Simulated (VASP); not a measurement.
Write the native input for VASP 6.6.1 that does the following.

```yaml
Task: relaxation of cell and atoms
Functional: PBE
Potentials_or_basis: VASP PAW PBE potentials, release 64 (Cd, Se)
Cutoff: 600 eV
k_mesh: 13 × 13 × 13
Occupations: fermi-dirac, width 0.05 eV
Spin: no spin polarisation
Target_pressure: 27 GPa
Dipole_correction: no
Further_INCAR_settings: ALGO = Normal; EDIFF = 1e-07; IBRION = 2; EDIFFG = -0.005; NSW = 60; ISIF = 3
```

The structure of CdSe (CsCl type) lies in POSCAR:

```
CdSe
1.0
    3.2789426312      0.0000000000      0.0000000000
    0.0000000000      3.2789426312      0.0000000000
    0.0000000000      0.0000000000      3.2789426312
Cd Se
1 1
Direct
    0.0000000000      0.0000000000      0.0000000000
    0.5000000000      0.5000000000      0.5000000000
```

One way to write it, as run:

INCAR

```
ALGO = Normal
EDIFF = 1E-7
EDIFFG = -0.005
ENCUT = 600
GGA = PE
IBRION = 2
ISIF = 3
ISMEAR = -1
LASPH = True
LCHARG = False
LREAL = False
LWAVE = False
NELM = 80
NSW = 60
PREC = Accurate
PSTRESS = 270.0
SIGMA = 0.05
```

KPOINTS

```
k-points
0
Gamma
  13 13 13
```

Potentials or basis: VASP PAW PBE potentials, release 64 (Cd, Se).

Command:

```sh
$ cat potpaw_PBE.64/Cd/POTCAR potpaw_PBE.64/Se/POTCAR > POTCAR
$ mpirun -np 1 vasp_std > vasp.out
```

Results of the run:

```
Relaxed volume                                         : 17.56 Å³/atom
Relaxed cell                                           : a = 3.275 Å, b = 3.275 Å, c = 3.275 Å, α = 90.00°, β = 90.00°, γ = 90.00°
Space group after relaxing (to 0.05 Å)                 : Pm-3m (No. 221)
Energy change on relaxing (the enthalpy is what falls) : +11.7 meV/atom
Ionic steps                                            : 3
Pressure after relaxing                                : 27.0 GPa
Band gap on the k mesh                                 : zero (band 9 reaches 6.10 eV, above the bottom of band 10 at 4.80 eV)
```

Caveat: the cell is relaxed towards a set pressure, so the enthalpy falls and the energy may rise.

It took 49 s on 1 thread of AMD EPYC 9R45 96-Core Processor (Zen 5) (shared host), peak memory 0.17 GiB.
